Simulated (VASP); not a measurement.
A run of VASP 6.6.1 is set up as follows.

File INCAR:

```
SYSTEM = C
PREC     = Accurate       ! precision mode
ENCUT    = 600            ! plane-wave cutoff, eV
EDIFF    = 1E-6           ! SCF threshold, eV
ISMEAR   = 0              ! smearing method
SIGMA    = 0.01           ! smearing width, eV
LREAL    = .FALSE.        ! projectors in reciprocal space
LASPH    = .TRUE.         ! aspherical terms in the spheres
NELM     = 120            ! most SCF steps
ALGO     = Normal         ! electronic algorithm
ISIF     = 2              ! what is computed and relaxed
LWAVE    = .FALSE.        ! write WAVECAR
LCHARG   = .TRUE.         ! write CHGCAR
GGA      = PE             ! functional
LELF     = .TRUE.         ! ELF
LVHAR    = .TRUE.       
NBANDS   = 11             ! bands
GGA_COMPAT= .FALSE.
```

Contents of KPOINTS:

```
regular mesh
0
G
  4 4 4
  0 0 0
```

Contents of POSCAR:

```
C
1.0
    0.0000000000      1.8011595643      1.8011595643
    1.8011595643      0.0000000000      1.8011595643
    1.8011595643      1.8011595643      0.0000000000
C
2
Direct
    0.1250000000      0.1250000000      0.1250000000
    0.8750000000      0.8750000000      0.8750000000
```

Potentials or basis: VASP PAW PBE potentials, release 64 (C).

Run with:

```bash
$ cat potpaw_PBE.64/C/POTCAR > POTCAR
$ mpirun -np 1 vasp_std > vasp.out
```

Problem. What does it give for the pressure?

Solution. -9.6 GPa.

Problem. Predict the band gap on the k mesh.

Solution. 4.36 eV, indirect (least direct gap 5.50 eV).

Caveat: the k points lie up to 0.76 Å⁻¹ apart. A k mesh can miss the band edges.
